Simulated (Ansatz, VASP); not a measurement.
One calculation of SnO2, two programs

```
Sn O
1.0
     3.23058    0.00000    0.00000
    -1.61529    2.79776    0.00000
     0.00000    0.00000   10.79056
Sn O
2 4
Direct
  0.00000 0.00000 0.50000
  0.00000 0.00000 0.00000
  0.66667 0.33333 0.40586
  0.66667 0.33333 0.09414
  0.33333 0.66667 0.59414
  0.33333 0.66667 0.90586
```

Alike in both runs: task single point; functional PBEsol; dispersion D4; k mesh 12 × 12 × 2; no spin polarisation.

|  | VASP | Ansatz |
| --- | --- | --- |
| version | VASP 6.6.1 | Ansatz 0.2.0 |
| potentials or method | VASP PAW PBE potentials, release 64 (Sn_d, O), cutoff 520 eV | plane waves, PAW |
| occupations | gaussian, width 0.01 eV | fixed |
| valence electrons in the cell | 52 | 52 |

|  | VASP | Ansatz | Ansatz less VASP |
| --- | --- | --- | --- |
| pressure (GPa) | -5.0 | -5.5 | -0.49 |
| traceless stress, the component that is largest in VASP (GPa) | 1.90 | 2.23 | +0.337 |

VASP's potentials were made for PBE, not for PBEsol.
